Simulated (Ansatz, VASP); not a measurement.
## Two plane-wave programs on GaN

Contents of POSCAR:

```
GaN
1.0
    3.1799996605      0.0000000000      0.0000000000
   -1.5899998303      2.7539604900      0.0000000000
    0.0000000000      0.0000000000      5.2434900000
Ga N
2 2
Direct
    0.3333333333      0.6666666667      0.0000000000
    0.6666666667      0.3333333333      0.5000000000
    0.3333333333      0.6666666667      0.3750000000
    0.6666666667      0.3333333333      0.8750000000
```

The input INCAR.step1:

```
PREC = Accurate
ENCUT = 520
ISMEAR = 0
SIGMA = 0.05
LREAL = F
LASPH = T
NELM = 80
NBANDS = 26
GGA = PE
ALGO = Normal
EDIFF = 1E-4
LWAVE = T
LCHARG = F
```

Contents of INCAR.step2:

```
PREC = Accurate
ENCUT = 520
EDIFF = 1E-6
ISMEAR = 0
SIGMA = 0.05
LREAL = F
LASPH = T
NELM = 80
ALGO = Normal
ISIF = 2
LWAVE = F
LCHARG = F
METAGGA = R2SCAN
LMIXTAU = T
NBANDS = 26
ISTART = 1
```

KPOINTS

```
Automatic mesh
0
Gamma
  12 12 6
```

Input for Ansatz:

```yaml
crystal:
  lattice:
    - [3.1799996605, 0.0, 0.0]
    - [-1.5899998303, 2.75396049, 0.0]
    - [0.0, 0.0, 5.24349]
  atoms:
    - { symbol: Ga, position: [0.3333333333, 0.6666666667, 0.0] }
    - { symbol: Ga, position: [0.6666666667, 0.3333333333, 0.5] }
    - { symbol: "N", position: [0.3333333333, 0.6666666667, 0.375] }
    - { symbol: "N", position: [0.6666666667, 0.3333333333, 0.875] }
basis:
  ecutwfc: 500
kpoints:
  mp_grid: { grid: [12, 12, 6] }
hamiltonian:
  xc: r2scan
scf:
  occupations: { method: gaussian, width: 0.05 }
output:
  forces: true
  stress: true
  eigenvalues: true
```

Change from the starting cell: strain +0.000 along x and y, +0.015 along z, atoms carried along.

Alike in both runs: task single point; functional r2SCAN; k mesh 12 × 12 × 6; occupations gaussian, width 0.05 eV; no spin polarisation.

```csv
,VASP,Ansatz
version,VASP 6.6.1,Ansatz 0.2.0
potentials or method,"VASP PAW PBE potentials, release 64 (Ga_d, N), cutoff 520 eV","scalar-relativistic, plane waves, PAW"
valence electrons in the cell,36,36
```

Ansatz gave:

| Item | Value |
| --- | --- |
| gap on the k mesh at the Fermi level (eV) | 2.24 |
| least direct gap on the mesh (eV) | 2.24 |
| pressure (GPa) | -1.8 |
| traceless stress, the component that is largest in VASP (GPa) | -2.58 |
| rms of the force components (eV/Å) | 0.003 |

Task: Estimate VASP's values.

Result: gap on the k mesh at the Fermi level (eV): 2.23; least direct gap on the mesh (eV): 2.23; pressure (GPa): -0.8; traceless stress, the component that is largest in VASP (GPa): -2.65; rms of the force components (eV/Å): 0.010.

VASP's potentials were made for PBE, not for r2SCAN. Atom by atom the forces differ by 0.008 eV/Å (rms over components).
